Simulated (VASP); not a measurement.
# KI (I4/mmm) in VASP: a series of runs, part 2 of 2

VASP 6.6.1. Earlier steps stand in the parts before.

**4. Single point, r2SCAN (strain +0.0100 x Voigt [0, 0, 1, 0, 0, 0])**

Input file POSCAR:

```
KI
1.0
    0.0000000000      3.5245500000      3.5597955000
    3.5245500000      0.0000000000      3.5597955000
    3.5245500000      3.5245500000      0.0000000000
K I
1 1
Direct
    0.0000000000      0.0000000000      0.0000000000
    0.5000000000      0.5000000000      0.5000000000
```

Input file INCAR.step1:

```
SYSTEM = KI
  PREC = Accurate
  ENCUT = 520
  ISMEAR = 0
  SIGMA = 0.05
  LREAL = .FALSE.
  LASPH = .TRUE.
  NELM = 100
  NBANDS = 15
  GGA = PE
  ALGO = Normal
  EDIFF = 1E-4
  LWAVE = .TRUE.
  LCHARG = .FALSE.
```

Input file INCAR.step2:

```
SYSTEM = KI
  PREC = Accurate
  ENCUT = 520
  EDIFF = 1E-6
  ISMEAR = 0
  SIGMA = 0.05
  LREAL = .FALSE.
  LASPH = .TRUE.
  NELM = 100
  ALGO = Normal
  ISIF = 2
  LWAVE = .FALSE.
  LCHARG = .FALSE.
  METAGGA = R2SCAN
  LMIXTAU = .TRUE.
  NBANDS = 15
  ISTART = 1
```

Input file KPOINTS:

```
regular mesh
0
G
  6 6 6
  0 0 0
```

Potentials or basis: VASP PAW PBE potentials, release 64 (K_sv, I).

On the command line:

```console
> cat potpaw_PBE.64/K_sv/POTCAR potpaw_PBE.64/I/POTCAR > POTCAR
> cp INCAR.step1 INCAR
> mpirun -np 1 vasp_std > vasp.out
> cp INCAR.step2 INCAR
> mpirun -np 1 vasp_std > vasp.out
```

OUTCAR:

```text
SYSTEM = KI
   PREC = Accurate
   ENCUT = 520
   EDIFF = 1E-6
   ISMEAR = 0
   LREAL = .FALSE.
   LASPH = .TRUE.
   NELM = 100
   ISIF = 2
   METAGGA = R2SCAN
   ISTART = 1

 ion  position               nearest neighbor table
   1  0.000  0.000  0.000-   2 3.52   2 3.52   2 3.52   2 3.52   2 3.56   2 3.56
   2  0.500  0.500  0.500-   1 3.52   1 3.52   1 3.52   1 3.52   1 3.56   1 3.56

  LATTYP: Found a body centered tetragonal cell.
 ALAT       =     4.9844664113
 C/A-ratio  =     1.4283556980

  Lattice vectors:

 A1 = (  -3.5245500000,   0.0000000000,   3.5597955000)
 A2 = (   3.5245500000,   0.0000000000,   3.5597955000)
 A3 = (   0.0000000000,   3.5245500000,  -3.5597955000)

Analysis of symmetry for initial positions (statically):
=====================================================================
 Subroutine PRICEL returns:
 Original cell was already a primitive cell.

 Routine SETGRP: Setting up the symmetry group for a
 body centered tetragonal supercell.

 Subroutine GETGRP returns: Found 16 space group operations
 (whereof 16 operations were pure point group operations)
 out of a pool of 16 trial point group operations.

The static configuration has the point symmetry D_4h.

Analysis of symmetry for dynamics (positions and initial velocities):
=====================================================================
 Subroutine PRICEL returns:
 Original cell was already a primitive cell.

 Routine SETGRP: Setting up the symmetry group for a
 body centered tetragonal supercell.

 Subroutine GETGRP returns: Found 16 space group operations
 (whereof 16 operations were pure point group operations)
 out of a pool of 16 trial point group operations.

The dynamic configuration has the point symmetry D_4h.

 Subroutine INISYM returns: Found 16 space group operations
 (whereof 16 operations are pure point group operations),
 and found     1 'primitive' translations

----------------------------------------------------------------------------------------

                                     Primitive cell

  volume of cell :      88.4428

  direct lattice vectors                    reciprocal lattice vectors
     0.000000000  3.524550000  3.559795500    -0.141862082  0.141862082  0.140457507
     3.524550000  0.000000000  3.559795500     0.141862082 -0.141862082  0.140457507
     3.524550000  3.524550000  0.000000000     0.141862082  0.141862082 -0.140457507

  length of vectors
     5.009450739  5.009450739  4.984466411     0.244904087  0.244904087  0.244904087

  position of ions in fractional coordinates (direct lattice)
     0.000000000  0.000000000  0.000000000
     0.500000000  0.500000000  0.500000000

  ion indices of the primitive-cell ions
   primitive index   ion index
                 1           1
                 2           2

----------------------------------------------------------------------------------------

 KPOINTS: regular mesh

Automatic generation of k-mesh.
 Grid dimensions read from file:
 generate k-points for:    6    6    6

 Generating k-lattice:

  Cartesian coordinates                     Fractional coordinates (reciprocal lattice)
    -0.023643680  0.023643680  0.023409584     0.166666667  0.000000000  0.000000000
     0.023643680 -0.023643680  0.023409584     0.000000000  0.166666667  0.000000000
     0.023643680  0.023643680 -0.023409584     0.000000000  0.000000000  0.166666667

  Length of vectors
     0.040817348  0.040817348  0.040817348

  Shift w.r.t. Gamma in fractional coordinates (k-lattice)
     0.000000000  0.000000000  0.000000000

 Subroutine IBZKPT returns following result:
 ===========================================

 Found     30 irreducible k-points:

 Following reciprocal coordinates:
            Coordinates               Weight
  0.000000  0.000000  0.000000      1.000000
  0.166667 -0.000000  0.000000      8.000000
  0.333333 -0.000000  0.000000      8.000000
  0.500000 -0.000000  0.000000      4.000000
  0.166667  0.166667  0.000000      2.000000
  0.333333  0.166667  0.000000      8.000000
[... 16 lines left out ...]
  0.333333  0.000000  0.333333      4.000000
  0.500000 -0.000000  0.333333     16.000000
 [... further k-points ...]
   k-points           NKPTS =     30   k-points in BZ     NKDIM =     30   number of bands    NBANDS=     15
   number of dos      NEDOS =    301   number of ions     NIONS =      2
   total plane-waves  NPLWV =  64000
   dimension x,y,z NGX =    40 NGY =   40 NGZ =   40
   dimension x,y,z NGXF=    80 NGYF=   80 NGZF=   80
   ions per type =               1   1
   NGX,Y,Z   is equivalent  to a cutoff of  13.27, 13.27, 13.34 a.u.
   NGXF,Y,Z  is equivalent  to a cutoff of  26.55, 26.55, 26.68 a.u.
 SYSTEM =  KI
   PREC   = accura    normal or accurate (medium, high low for compatibility)
   ISTART =      1    job   : 0-new  1-cont  2-samecut
   ICHARG =      0    charge: 1-file 2-atom 10-const
   ISPIN  =      1    spin polarized calculation?
   LNONCOLLINEAR =      F non collinear calculations
   LSORBIT =      F    spin-orbit coupling
   LASPH  =      T    aspherical Exc in radial PAW
   ENCUT  =  520.0 eV  38.22 Ry    6.18 a.u.   9.31  9.31  9.27*2*pi/ulx,y,z
   NELM   =    100;   NELMIN=  2; NELMDL=  0     # of ELM steps
   EDIFF  = 0.1E-05   stopping-criterion for ELM
   LREAL  =      F    real-space projection
   EDIFFG = 0.1E-04   stopping-criterion for IOM
   NSW    =      0    number of steps for IOM
   IBRION =     -1    ionic relax: 0-MD 1-quasi-New 2-CG
   NFREE  =      0    steps in history (QN), initial steepest desc. (CG)
   ISIF   =      2    stress and relaxation
   ISYM   =      2    0-nonsym 1-usesym 2-fastsym
   POTIM  = 0.5000    time-step for ionic-motion
   TEBEG  =    0.0;   TEEND  =   0.0 temperature during run
   PSTRESS=    0.0 pullay stress
   NELECT =      16.0000    total number of electrons
   NUPDOWN=      -1.0000    fix difference up-down
   EMIN   =  10.00;   EMAX   =-10.00  energy-range for DOS
   EFERMI =   0.00;   METHOD = LEGACY
   ISMEAR =     0;   SIGMA  =   0.05  broadening in eV -4-tet -1-fermi 0-gaus
   EFERMI_NEDOS =   21; number of points for ismear=-14 and -15
   IALGO  =     38    algorithm
   IMIX   =      4    mixing-type and parameters
     AMIX     =   0.40;   BMIX     =  1.00
     AMIX_MAG =   1.60;   BMIX_MAG =  1.00
  volume/ion in A,a.u.               =      44.22       298.42
  Fermi-wavevector in a.u.,A,eV,Ry     =   0.925893  1.749684 11.663967  0.857277
  Thomas-Fermi vector in A             =   2.051796
   LORBIT       =      0    0 simple, 1 ext, 2 COOP (PROOUT), +10 PAW based schemes
   METAGGA = R2SCAN    functional components
   LHFCALC =     F    Hartree Fock is set to
   AEXX    =    0.0000 exact exchange contribution
   IVDW    =     0    specifies the selected vdW correction
   LEPSILON=     F    determine dielectric tensor
   LRPA    =     F    only Hartree local field effects (RPA)
 non-spin polarized calculation
 Gauss-broadening in eV      SIGMA  =   0.05
  energy-cutoff  :      520.00
  volume of cell :       88.44
 maximum number of plane-waves:      2421
 NGX is ok and might be reduce to    40
   NGX = 19   NGY = 19   NGZ = 19

 number of electron      15.9999999 magnetization

 Free energy of the ion-electron system (eV)
  ---------------------------------------------------
  ext. energy  EPLUGINS =         0.00000000
  ---------------------------------------------------
  free energy    TOTEN  =       -33.98349232 eV

  energy without entropy =      -33.98349232  energy(sigma->0) =      -33.98349232

 E-fermi :  -0.5125     XC(G=0):  -7.5052

 val. band max:       -0.7694739136   @ k =   0.0000   0.0000   0.0000
 cond. band min:       3.8294911479   @ k =   0.0000   0.0000   0.0000
 fundamental gap:      4.5989650615
 Fermi energy:        -0.5124912424

 k-point     1 :       0.0000    0.0000    0.0000
  band No.  band energies     occupation
      1     -30.4341      2.00000
      2     -13.1493      2.00000
      3     -13.1487      2.00000
      4     -13.1487      2.00000
      5     -11.5788      2.00000
      6      -0.7725      2.00000
      7      -0.7695      2.00000
      8      -0.7695      2.00000
      9       3.8295      0.00000
     10       6.2400      0.00000
     11       6.2997      0.00000
     12       6.2997      0.00000
     13       7.1081      0.00000
     14       7.1498      0.00000
[... 401 lines left out ...]
      2     -13.2097      2.00000
      3     -13.1729      2.00000
      4     -13.1630      2.00000
      5     -11.3892      2.00000
      6      -1.7448      2.00000
      7      -1.2940      2.00000
      8      -1.1378      2.00000
      9       5.0223      0.00000
     10       6.1689      0.00000
     11       7.5933      0.00000
     12       8.1550      0.00000
     13       8.8994      0.00000
     14       9.2654      0.00000
     15       9.8188      0.00000

 [... further k-points ...]
[... 5 lines left out ...]
  --------------------------------------------------------------------------------------
  -------------------------------------------------------------------------------------
  Total        0.1135127      0.1135127     -0.0396582      0.0000000      0.0000000      0.0000000
  in kB        2.0563298      2.0563298     -0.7184242      0.0000000      0.0000000      0.0000000
  external PRESSURE =       1.1314118 kB  Pullay stress =       0.0000000 kB

 VOLUME and BASIS-vectors are now :
 -----------------------------------------------------------------------------
  energy-cutoff  :      520.00
  volume of cell :       88.44
      direct lattice vectors                 reciprocal lattice vectors
     0.000000000  3.524550000  3.559795500    -0.141862082  0.141862082  0.140457507
     3.524550000  0.000000000  3.559795500     0.141862082 -0.141862082  0.140457507
     3.524550000  3.524550000  0.000000000     0.141862082  0.141862082 -0.140457507

 POSITION                                       TOTAL-FORCE (eV/Angst)
 -----------------------------------------------------------------------------------
      0.00000      0.00000      0.00000        -0.000000     -0.000000      0.000000
      3.52455      3.52455      3.55980         0.000000      0.000000      0.000000
 -----------------------------------------------------------------------------------
    total drift:                                0.000000     -0.000000     -0.000000

  FREE ENERGIE OF THE ION-ELECTRON SYSTEM (eV)
  ---------------------------------------------------
  free  energy   TOTEN  =       -33.9834923215 eV

  energy  without entropy=      -33.9834923215  energy(sigma->0) =      -33.98349232
```

Run time: 2 min. Hardware: 1 thread of AMD EPYC 9R45 (Zen 5), shared host; peak memory 0.24 GiB.

Results:

```
Free energy            : -33.9835 eV
Pressure               : 0.1 GPa
Band gap on the k mesh : 4.60 eV
```

Levels at points of the mesh, in eV from the valence-band top:
```tsv
k point	band 5	band 6	band 7	band 8	band 9	band 10	band 11	band 12
(0.00, 0.00, 0.00)	-10.81	0.00	0.00	0.00	4.60	7.01	7.07	7.07
(0.50, 0.00, 0.00)	-10.52	-1.31	-0.34	-0.33	6.02	8.33	8.72	8.80
(0.50, 0.50, 0.00)	-10.66	-1.02	-0.36	-0.36	5.38	6.49	8.81	9.40
(0.50, 0.00, 0.50)	-10.65	-1.01	-0.38	-0.37	5.37	6.49	8.84	9.44
```

Caveat: the cell differs from its parent crystal (strain +0.0100 x Voigt [0, 0, 1, 0, 0, 0]); the PAW data sets were made with another functional, which shifts forces and pressure a little; spin-orbit coupling is left out, which moves the levels of the heavy elements.

**5. Single point, r2SCAN (strain +0.0200 x Voigt [0, 0, 1, 0, 0, 0])**

Input file POSCAR:

```
KI
1.0
    0.0000000000      3.5245500000      3.5950410000
    3.5245500000      0.0000000000      3.5950410000
    3.5245500000      3.5245500000      0.0000000000
K I
1 1
Direct
    0.0000000000      0.0000000000      0.0000000000
    0.5000000000      0.5000000000      0.5000000000
```

Input file INCAR.step1:

```
SYSTEM = KI
PREC = Accurate
ENCUT = 520
ISMEAR = 0
SIGMA = 0.05
LREAL = .False.
LASPH = .True.
NELM = 100
NBANDS = 15
GGA = PE
ALGO = Normal
EDIFF = 1E-4
LWAVE = .True.
LCHARG = .False.
```

Input file INCAR.step2:

```
SYSTEM = KI
PREC = Accurate
ENCUT = 520
EDIFF = 1E-7
ISMEAR = 0
SIGMA = 0.05
LREAL = .False.
LASPH = .True.
NELM = 100
ALGO = Normal
ISIF = 2
LWAVE = .False.
LCHARG = .False.
METAGGA = R2SCAN
LMIXTAU = .True.
NBANDS = 15
ISTART = 1
```

Input file KPOINTS:

```
Automatic mesh
0
Gamma
  6 6 6
  0 0 0
```

On the command line:

```console
> cat potpaw_PBE.64/K_sv/POTCAR potpaw_PBE.64/I/POTCAR > POTCAR
> cp INCAR.step1 INCAR
> mpirun -np 1 vasp_std > vasp.out
> cp INCAR.step2 INCAR
> mpirun -np 1 vasp_std > vasp.out
```

Wall time 2.3 min (1 thread of AMD EPYC 9R45 (Zen 5), shared host); peak memory 0.24 GiB.

The run converged. Its results:

| Quantity | Value |
| --- | --- |
| Free energy | -33.9825 eV |
| Pressure | 0.0 GPa |
| Band gap on the k mesh | 4.57 eV |

Stress tensor (GPa, compression positive):
```
 0.17  0.00  0.00
 0.00  0.17  0.00
 0.00  0.00 -0.35
```

Levels at points of the mesh, in eV from the valence-band top:
| k point | band 6 | band 7 | band 8 | band 9 | band 10 | band 11 |
| --- | --- | --- | --- | --- | --- | --- |
| (0.00, 0.00, 0.00) | -0.01 | 0.00 | 0.00 | 4.57 | 6.98 | 7.09 |
| (0.50, 0.00, 0.00) | -1.29 | -0.33 | -0.32 | 6.01 | 8.29 | 8.67 |
| (0.50, 0.50, 0.00) | -1.01 | -0.35 | -0.35 | 5.41 | 6.47 | 8.79 |
| (0.50, 0.00, 0.50) | -0.99 | -0.39 | -0.37 | 5.39 | 6.47 | 8.84 |

Caveat: the cell differs from its parent crystal (strain +0.0200 x Voigt [0, 0, 1, 0, 0, 0]); the PAW data sets were made with another functional, which shifts forces and pressure a little; spin-orbit coupling is left out, which moves the levels of the heavy elements.

**6. Overview**

```tsv
cell	gap on the mesh (eV)	pressure (GPa)
a = 4.935, b = 4.935, c = 4.984 Å, angles 59.7, 59.7, 60.7°, 2 atoms	4.67	0.5
a = 4.960, b = 4.960, c = 4.984 Å, angles 59.8, 59.8, 60.3°, 2 atoms	4.65	0.4
a = 5.009, b = 5.009, c = 4.984 Å, angles 60.2, 60.2, 59.7°, 2 atoms	4.60	0.1
a = 5.035, b = 5.035, c = 4.984 Å, angles 60.3, 60.3, 59.3°, 2 atoms	4.57	0.0
```

Alike in all rows: task single point; level r2SCAN; potentials or basis VASP PAW PBE potentials, release 64 (K_sv, I); no spin polarisation; k mesh 6 × 6 × 6; cutoff (eV) 520; smearing gaussian 0.05 eV.

Caveats: the PAW data sets were made with another functional, which shifts forces and pressure a little; spin-orbit coupling is left out, which moves the levels of the heavy elements.

Total energies depend on the potentials used, so only differences within one code and one set of settings carry meaning.
